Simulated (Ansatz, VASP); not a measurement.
**One calculation of Ge, two programs**

```
Ge
1.0
     1.48805   -2.59469    0.00000
     1.48805    2.59469    0.00000
     0.00000    0.00000    4.72760
Ge
2
Direct
  0.33345 0.66655 0.25000
  0.66655 0.33345 0.75000
```

Alike in both runs: functional PBEsol-based screened hybrid; k mesh 5 × 5 × 3; occupations fermi-dirac, width 0.05 eV; no spin polarisation.

```csv
,VASP,Ansatz
version,VASP 6.6.1,Ansatz 0.2.0
potentials or method,"VASP PAW PBE potentials, release 64 (Ge_d)",Ansatz PAW
plane-wave cutoff (eV),520,420
valence electrons in the cell,28,28
task,single point,band structure
```

VASP gave:

- gap on the k mesh at the Fermi level (eV): none
- pressure (GPa): 0.5
- traceless stress, the component that is largest in VASP (GPa): 6.27
- rms of the force components (eV/Å): 0.002

**Question.** What did Ansatz give for the same quantities?

**Answer.** gap on the k mesh at the Fermi level (eV): none; pressure (GPa): 0.4; traceless stress, the component that is largest in VASP (GPa): 6.24; rms of the force components (eV/Å): 0.003.

VASP's potentials were made for PBE, not for PBEsol-based screened hybrid. Atom by atom the forces differ by 0.001 eV/Å (rms over components). A gap of «none» marks a metal or a gap that the smearing closes.

The k mesh is coarse, so the values compare programs but aren't converged.
